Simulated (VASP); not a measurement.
# Al in VASP: single point with PBE

Aim: the single point of Al with PBE.

Program: VASP 6.6.1. These are calculated values, not measurements. Logs are shortened: lines on timing, memory, paths and dates and some standing lists are left out, and cuts for length are marked.

### Step 1. The cell of the first run

The cell holds a sublattice, 2 atoms: a = 5.009 Å, b = 5.009 Å, c = 4.040 Å, α = 90.00°, β = 90.00°, γ = 120.00°.

### Step 2. Single point, PBE

The input, INCAR:

```
PREC = Accurate
ENCUT = 520
EDIFF = 1E-6
ISMEAR = 0
SIGMA = 0.1
LREAL = F
LASPH = T
NELM = 80
ALGO = Normal
ISIF = 2
LWAVE = F
LCHARG = T
GGA = PE
LELF = T
LVHAR = T
NBANDS = 10
```

The input, KPOINTS:

```
Automatic mesh
0
Gamma
  9 9 8
```

The input, POSCAR:

```
Al
1.0
    5.0091156652      0.0000000000      0.0000000000
   -2.5045578326      4.3380214166      0.0000000000
    0.0000000000      0.0000000000      4.0402563800
Al
2
Direct
    0.6666666700      0.3333333300      0.2500000000
    0.3333333300      0.6666666700      0.7500000000
```

Potentials or basis: VASP PAW PBE potentials, release 64 (Al).

Launch:

```
cat potpaw_PBE.64/Al/POTCAR > POTCAR
mpirun -np 1 vasp_std > vasp.out
```

OUTCAR:

```text
PREC = Accurate
   ENCUT = 520
   EDIFF = 1E-6
   ISMEAR = 0
   LREAL = F
   LASPH = T
   NELM = 80
   ISIF = 2
   GGA = PE

 ion  position               nearest neighbor table
   1  0.667  0.333  0.250-
   2  0.333  0.667  0.750-

  LATTYP: Found a hexagonal cell.
 ALAT       =     5.0091156652
 C/A-ratio  =     0.8065807719

  Lattice vectors:

 A1 = (   5.0091156652,   0.0000000000,   0.0000000000)
 A2 = (  -2.5045578326,   4.3380214166,   0.0000000000)
 A3 = (   0.0000000000,   0.0000000000,   4.0402563800)

Analysis of symmetry for initial positions (statically):
=====================================================================
 Subroutine PRICEL returns:
 Original cell was already a primitive cell.

 Routine SETGRP: Setting up the symmetry group for a
 hexagonal supercell.

 Subroutine GETGRP returns: Found 24 space group operations
 (whereof 12 operations were pure point group operations)
 out of a pool of 24 trial point group operations.

The static configuration has the point symmetry D_3d.
 The point group associated with its full space group is D_6h.

Analysis of symmetry for dynamics (positions and initial velocities):
=====================================================================
 Subroutine PRICEL returns:
 Original cell was already a primitive cell.

 Routine SETGRP: Setting up the symmetry group for a
 hexagonal supercell.

 Subroutine GETGRP returns: Found 24 space group operations
 (whereof 12 operations were pure point group operations)
 out of a pool of 24 trial point group operations.

The dynamic configuration has the point symmetry D_3d.
 The point group associated with its full space group is D_6h.

 Subroutine INISYM returns: Found 24 space group operations
 (whereof 12 operations are pure point group operations),
 and found     1 'primitive' translations

----------------------------------------------------------------------------------------

                                     Primitive cell

  volume of cell :      87.7934

  direct lattice vectors                    reciprocal lattice vectors
     5.009115665  0.000000000  0.000000000     0.199636037  0.115259920  0.000000000
    -2.504557833  4.338021417  0.000000000     0.000000000  0.230519839  0.000000000
     0.000000000  0.000000000  4.040256380     0.000000000  0.000000000  0.247509045

  length of vectors
     5.009115665  5.009115665  4.040256380     0.230519839  0.230519839  0.247509045

[... 81 lines left out ...]
   LREAL  =      F    real-space projection
   EDIFFG = 0.1E-04   stopping-criterion for IOM
   NSW    =      0    number of steps for IOM
   IBRION =     -1    ionic relax: 0-MD 1-quasi-New 2-CG
   NFREE  =      0    steps in history (QN), initial steepest desc. (CG)
   ISIF   =      2    stress and relaxation
   ISYM   =      2    0-nonsym 1-usesym 2-fastsym
   POTIM  = 0.5000    time-step for ionic-motion
   TEBEG  =    0.0;   TEEND  =   0.0 temperature during run
   PSTRESS=    0.0 pullay stress
   NELECT =       6.0000    total number of electrons
   NUPDOWN=      -1.0000    fix difference up-down
   EMIN   =  10.00;   EMAX   =-10.00  energy-range for DOS
   EFERMI =   0.00;   METHOD = LEGACY
   ISMEAR =     0;   SIGMA  =   0.10  broadening in eV -4-tet -1-fermi 0-gaus
   EFERMI_NEDOS =   21; number of points for ismear=-14 and -15
   IALGO  =     38    algorithm
   IMIX   =      4    mixing-type and parameters
     AMIX     =   0.40;   BMIX     =  1.00
     AMIX_MAG =   1.60;   BMIX_MAG =  1.00
  volume/ion in A,a.u.               =      43.90       296.23
  Fermi-wavevector in a.u.,A,eV,Ry     =   0.669327  1.264844  6.095382  0.447998
  Thomas-Fermi vector in A             =   1.744508
   LORBIT       =      0    0 simple, 1 ext, 2 COOP (PROOUT), +10 PAW based schemes
   GGA     = PE    functional components
   LHFCALC =     F    Hartree Fock is set to
   AEXX    =    0.0000 exact exchange contribution
   IVDW    =     0    specifies the selected vdW correction
   LEPSILON=     F    determine dielectric tensor
   LRPA    =     F    only Hartree local field effects (RPA)
 non-spin polarized calculation
 Gauss-broadening in eV      SIGMA  =   0.10
  energy-cutoff  :      520.00
  volume of cell :       87.79
 maximum number of plane-waves:      2379
 NGX is ok and might be reduce to    40
   NGX = 19   NGY = 19   NGZ = 15

 number of electron       6.0000000 magnetization

 Free energy of the ion-electron system (eV)
  ---------------------------------------------------
  ext. energy  EPLUGINS =         0.00000000
  ---------------------------------------------------
  free energy    TOTEN  =        -4.68084392 eV

  energy without entropy =       -4.67396039  energy(sigma->0) =       -4.67740216

 E-fermi :   0.8115     XC(G=0):  -6.8530

 val. band max:        0.7943748346   @ k =   0.3333   0.0000   0.0000
 cond. band min:       0.9162305502   @ k =   0.3333   0.2222   0.3750
 fundamental gap:      0.1218557156
 Fermi energy:         0.8114541196

 k-point     1 :       0.0000    0.0000    0.0000
  band No.  band energies     occupation
      1      -5.4562      2.00000
      2       0.0121      2.00000
      3       1.5483      0.00000
      4       1.5483      0.00000
      5       2.8695      0.00000
      6       3.7824      0.00000
      7       3.7824      0.00000
      8       5.2464      0.00000
      9       6.5123      0.00000
     10       7.4169      0.00000
[... 287 lines left out ...]
 k-point    24 :       0.3333    0.3333    0.1250
  band No.  band energies     occupation
      1      -3.5091      2.00000
      2      -3.5091      2.00000
      3      -0.4232      2.00000
      4       3.0254      0.00000
      5       3.0254      0.00000
      6       5.0543      0.00000
      7       5.0543      0.00000
      8       5.7098      0.00000
      9       6.2736      0.00000
     10       8.3359      0.00000

 [... further k-points ...]
[... 5 lines left out ...]
  --------------------------------------------------------------------------------------
  -------------------------------------------------------------------------------------
  Total       -3.4297689     -3.4297689     -4.2675412      0.0000000      0.0000000      0.0000000
  in kB      -62.5912705    -62.5912705    -77.8801221      0.0000000      0.0000000      0.0000000
  external PRESSURE =     -67.6875543 kB  Pullay stress =       0.0000000 kB

 VOLUME and BASIS-vectors are now :
 -----------------------------------------------------------------------------
  energy-cutoff  :      520.00
  volume of cell :       87.79
      direct lattice vectors                 reciprocal lattice vectors
     5.009115665  0.000000000  0.000000000     0.199636037  0.115259920  0.000000000
    -2.504557833  4.338021417  0.000000000     0.000000000  0.230519839  0.000000000
     0.000000000  0.000000000  4.040256380     0.000000000  0.000000000  0.247509045

 POSITION                                       TOTAL-FORCE (eV/Angst)
 -----------------------------------------------------------------------------------
      2.50456      1.44601      1.01006         0.000000      0.000000      0.000000
     -0.00000      2.89201      3.03019         0.000000     -0.000000      0.000000
 -----------------------------------------------------------------------------------
    total drift:                               -0.000000      0.000000      0.000000

  FREE ENERGIE OF THE ION-ELECTRON SYSTEM (eV)
  ---------------------------------------------------
  free  energy   TOTEN  =        -4.6808439227 eV

  energy  without entropy=       -4.6739603944  energy(sigma->0) =       -4.67740216
```

Wall time 21 s (1 thread of Intel Xeon 6975P-C (Granite Rapids), shared host); peak memory 0.22 GiB.

What came out:

| Property | Result |
| --- | --- |
| Free energy | -4.6808 eV |
| Pressure | -6.8 GPa |
| Band gap on the k mesh | zero (band 3 reaches 3.15 eV, above the bottom of band 4 at -0.33 eV) |

Stress tensor (GPa, compression positive):
```
-6.26  0.00  0.00
 0.00 -6.26  0.00
 0.00  0.00 -7.79
```
